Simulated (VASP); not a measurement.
Write the native input for VASP 6.6.1 that does the following.

```
Task                   : single point
Functional             : PBE
Potentials or basis    : VASP PAW PBE potentials, release 64 (Zn, Se)
Cutoff                 : 520 eV
k mesh                 : 4 × 4 × 4
Occupations            : gaussian, width 0.1 eV
Spin                   : no spin polarisation
Dipole correction      : no
Further INCAR settings : ALGO = Normal; EDIFF = 1e-06; NBANDS = 16
```

The structure of ZnSe lies in POSCAR:

```
ZnSe
1.0
    0.0000000000      2.8324425407      2.8324425407
    2.8324425407      0.0000000000      2.8324425407
    2.8324425407      2.8324425407      0.0000000000
Zn Se
1 1
Direct
    0.0000000000      0.0000000000      0.0000000000
    0.7500000000      0.7500000000      0.7500000000
```

These files were run (other wordings do the same):

INCAR

```
SYSTEM = ZnSe
PREC = Accurate
ENCUT = 520
EDIFF = 1E-6
ISMEAR = 0
SIGMA = 0.1
LREAL = .False.
LASPH = .True.
NELM = 60
ALGO = Normal
ISIF = 2
LWAVE = .False.
LCHARG = .False.
GGA = PE
NBANDS = 16
```

KPOINTS

```
regular mesh
0
Gamma
  4 4 4
  0 0 0
```

Potentials or basis: VASP PAW PBE potentials, release 64 (Zn, Se).

Launch:

```bash
$ cat potpaw_PBE.64/Zn/POTCAR potpaw_PBE.64/Se/POTCAR > POTCAR
$ mpirun -np 1 vasp_std > vasp.out
```

It gave:

* Pressure: 2.8 GPa
* Band gap on the k mesh: 1.28 eV, direct

Caveat: the k points lie up to 0.48 Å⁻¹ apart.

Wall time 4.6 s on 1 thread of Intel(R) Xeon(R) Platinum 8481C CPU @ 2.70GHz (Sapphire Rapids) (shared host), peak memory 0.16 GiB.
